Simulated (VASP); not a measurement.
A run of VASP 6.6.1 is set up as follows.

Contents of POSCAR:

```
Hf
1.0
    0.0000000000      2.2200000000      2.1201000000
    2.2200000000      0.0000000000      2.1201000000
    2.2200000000      2.2200000000      0.0000000000
Hf
1
Direct
    0.0000000000      0.0000000000      0.0000000000
```

The input INCAR.step1:

```
SYSTEM = Hf
PREC = Accurate ; ENCUT = 520
ISMEAR = 0 ; SIGMA = 0.15
LREAL = .False. ; LASPH = .True.
NELM = 60 ; NBANDS = 11
GGA = PE ; ALGO = Normal
EDIFF = 1E-4 ; LWAVE = .True.
LCHARG = .False.
```

The input INCAR.step2:

```
SYSTEM = Hf
PREC = Accurate ; ENCUT = 520
EDIFF = 1E-6 ; ISMEAR = 0
SIGMA = 0.15 ; LREAL = .False.
LASPH = .True. ; NELM = 60
ALGO = Normal ; ISIF = 2
LWAVE = .False. ; LCHARG = .False.
METAGGA = R2SCAN ; LMIXTAU = .True.
NBANDS = 11 ; ISTART = 1
```

Contents of KPOINTS:

```
regular mesh
0
Gamma
  18 18 18
  0 0 0
```

Potentials or basis: VASP PAW PBE potentials, release 64 (Hf_pv).

The run is started by

```console
$ cat potpaw_PBE.64/Hf_pv/POTCAR > POTCAR
$ cp INCAR.step1 INCAR
$ mpirun -np 1 vasp_std > vasp.out
$ cp INCAR.step2 INCAR
$ mpirun -np 1 vasp_std > vasp.out
```

**Question.** What does it give for the pressure?

**Answer.** 7.7 GPa.

**Question.** What does it give for the band gap on the k mesh?

**Answer.** Zero (bands 5 and 6 overlap by 2.34 eV).

Stress tensor (GPa, compression positive):
```
6.85 0.00 0.00
0.00 6.85 0.00
0.00 0.00 9.34
```

Caveat: the cell differs from its parent crystal (strain -0.0450 x Voigt [0, 0, 1, 0, 0, 0]); the cell stands under pressure; the PAW data sets were made with another functional, which shifts forces and pressure a little; spin-orbit coupling is left out, which moves the levels of the heavy elements.
